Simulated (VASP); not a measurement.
A run of VASP 6.6.1 is set up as follows.

Contents of INCAR:

```
  PREC = Accurate
  ENCUT = 520
  EDIFF = 1E-7
  ISMEAR = -1
  SIGMA = 0.06
  LREAL = F
  LASPH = T
  NELM = 60
  ALGO = Normal
  ISIF = 2
  LWAVE = F
  LCHARG = F
  GGA = PE
  NBANDS = 16
```

Contents of KPOINTS:

```
regular mesh
0
Gamma
  3 3 3
```

The input POSCAR:

```
GaP
1.0
    0.0000000000      2.7252500000      2.7252500000
    2.7252500000      0.0000000000      2.7252500000
    2.7252500000      2.7252500000      0.0000000000
Ga P
1 1
Direct
    0.0000000000      0.0000000000      0.0000000000
    0.7500000000      0.7500000000      0.7500000000
```

Potentials or basis: VASP PAW PBE potentials, release 64 (Ga_d, P).

The run is started by

```bash
$ cat potpaw_PBE.64/Ga_d/POTCAR potpaw_PBE.64/P/POTCAR > POTCAR
$ mpirun -np 1 vasp_std > vasp.out
```

Predict the pressure.

4.1 GPa.

Predict the band gap on the k mesh.

1.69 eV, indirect (least direct gap 1.80 eV).

Caveat: the k points lie up to 0.67 Å⁻¹ apart. As with any semilocal functional, this PBE gap is likely too small.
